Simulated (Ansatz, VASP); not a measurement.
**One calculation of Cd, two programs**

```
CELL_PARAMETERS angstrom
2.97887 0.00000 0.00000
-1.48944 2.57978 0.00000
0.00000 0.00000 5.73000
ATOMIC_POSITIONS crystal
Cd 0.66667 0.33333 0.75000
Cd 0.33333 0.66667 0.25000
```

Alike in both runs: functional PBE; k mesh 9 × 9 × 4; occupations fermi-dirac, width 0.05 eV; no spin polarisation.

```csv
,VASP,Ansatz
version,VASP 6.6.1,Ansatz 0.2.0
potentials or method,"VASP PAW PBE potentials, release 64 (Cd)",Ansatz PAW
plane-wave cutoff (eV),520,420
valence electrons in the cell,24,40
task,single point,band structure
```

|  | VASP | Ansatz | Ansatz less VASP |
| --- | --- | --- | --- |
| gap on the k mesh at the Fermi level (eV) | none | none | - |
| pressure (GPa) | 2.7 | 2.3 | -0.34 |
| traceless stress, the component that is largest in VASP (GPa) | 1.48 | 1.62 | +0.144 |

A gap of «none» marks a metal or a gap that the smearing closes. With one functional, cell and mesh, what is left measures potentials, basis and numerics. VASP's potentials hold 24 valence electrons a cell and Ansatz's 40, so a difference there can come from the potentials and not from the codes.
